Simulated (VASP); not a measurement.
A run of VASP 6.6.1:

Contents of INCAR:

```
PREC     = Accurate       # precision mode
ENCUT    = 600            # plane-wave cutoff, eV
EDIFF    = 1E-6           # SCF threshold, eV
ISMEAR   = -1             # smearing method
SIGMA    = 0.05           # smearing width, eV
LREAL    = False          # projectors in reciprocal space
LASPH    = True           # aspherical terms in the spheres
NELM     = 80             # most SCF steps
ALGO     = Normal         # electronic algorithm
ISIF     = 3              # what is computed and relaxed
LWAVE    = False          # write WAVECAR
LCHARG   = False          # write CHGCAR
GGA      = PS             # functional
IBRION   = 2              # ionic algorithm
NSW      = 60             # ionic steps
EDIFFG   = -0.01          # ionic threshold
PSTRESS  = 300.0
```

Contents of KPOINTS:

```
regular mesh
0
Gamma
  7 7 7
```

Contents of POSCAR:

```
BaTiO3
1.0
    3.9998000000      0.0000000000      0.0000000000
    0.0000000000      3.9998000000      0.0000000000
    0.0000000000      0.0000000000      4.0180000000
Ba Ti O
1 1 3
Direct
    0.0000000000      0.0000000000      0.0000000000
    0.5000000000      0.5000000000      0.4900000000
    0.0000000000      0.5000000000      0.5170000000
    0.5000000000      0.0000000000      0.5170000000
    0.5000000000      0.5000000000      0.0190000000
```

Potentials or basis: VASP PAW PBE potentials, release 64 (Ba_sv, Ti_sv, O).

Run with:

```sh
$ cat potpaw_PBE.64/Ba_sv/POTCAR potpaw_PBE.64/Ti_sv/POTCAR potpaw_PBE.64/O/POTCAR > POTCAR
$ mpirun -np 1 vasp_std > vasp.out
```

Hardware: 1 thread of Intel(R) Xeon(R) Platinum 8488C (Sapphire Rapids), with other jobs on the host.

Task: How long does it take, and how much memory?

Result: It took 7.7 min on 1 thread of Intel(R) Xeon(R) Platinum 8488C (Sapphire Rapids), with other jobs on the host, peak memory 0.25 GiB. Counts: scf iterations 136, k points 40, ion steps 17.
